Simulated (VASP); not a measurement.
Runs of VASP 6.6.1 on B. The structure is that of space group Fm-3m (No. 225), or close to it. The cells are those of the table. The cell was built from a structure type or drawn by symmetry, and may not be a known phase.

```csv
task,cell,k mesh,cutoff (eV),gap on the mesh (eV),pressure (GPa),relaxed volume (Å³/atom)
relaxation of cell and atoms,"relaxed from a = 3.313 Å, angles 60.0°, 3 atoms",6 × 6 × 6,600,none,-0.1,6.48
single point,"a = 3.025 Å, angles 60.0°, 3 atoms",18 × 18 × 18,520,none,0.0,-
relaxation of cell and atoms,"relaxed from a = 3.019 Å, angles 60.0°, 3 atoms",18 × 18 × 18,600,none,0.0,6.52
single point,"a = 3.313 Å, angles 60.0°, 3 atoms",6 × 6 × 6,520,none,-40.8,-
single point,"a = 3.019 Å, angles 60.0°, 3 atoms",6 × 6 × 6,520,none,(a),-
```

Alike in all rows: level PBE; potentials or basis VASP PAW PBE potentials, release 64 (B); no spin polarisation; smearing gaussian 0.1 eV.

Task: Fill in the values left out.

Result: (a) -0.3.

Caveats: some runs use coarse meshes; the volume moved by over 15 % at a fixed basis, so the end points are rough (at least some runs).

A gap of «none» marks levels without a gap at the run's occupations.
